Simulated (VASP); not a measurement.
# Au: single point with PBE

Au:

```
Au
1.0
     0.00000    2.01482    2.01482
     2.01482    0.00000    2.01482
     2.01482    2.01482    0.00000
Au
1
Cartesian
  0.0000 0.0000 0.0000
```

This cell differs from its parent crystal: strain -0.015 along x and y, -0.015 along z.

```yaml
Program: VASP 6.6.1
Task: single point
Functional: PBE
Potentials_or_basis: VASP PAW PBE potentials, release 64 (Au)
Cutoff: 520 eV
k_mesh: 20 × 20 × 20
Occupations: gaussian, width 0.15 eV
Spin: no spin polarisation
```

The pressure is 17.1 GPa.

Levels at points of the mesh, in eV from the Fermi level:
| k point | band 3 | band 4 | band 5 | band 6 | band 7 | band 8 | band 9 | band 10 |
| --- | --- | --- | --- | --- | --- | --- | --- | --- |
| (0.00, 0.00, 0.00) | -4.92 | -4.92 | -3.29 | -3.29 | 14.46 | 18.70 | 18.70 | 18.70 |
| (0.50, 0.00, 0.00) | -4.96 | -2.00 | -2.00 | -1.15 | 3.30 | 13.92 | 17.44 | 17.44 |
| (0.50, 0.50, 0.00) | -2.05 | -1.65 | -1.65 | 0.91 | 6.12 | 10.13 | 10.13 | 17.67 |

Wall time 17 s on 1 thread of Intel(R) Xeon(R) 6975P-C (Granite Rapids), on a shared host, peak memory 0.17 GiB.

Caveat: the cell differs from its parent crystal (strain -0.015 along x and y, -0.015 along z); spin-orbit coupling is left out, which moves the levels of the heavy elements.
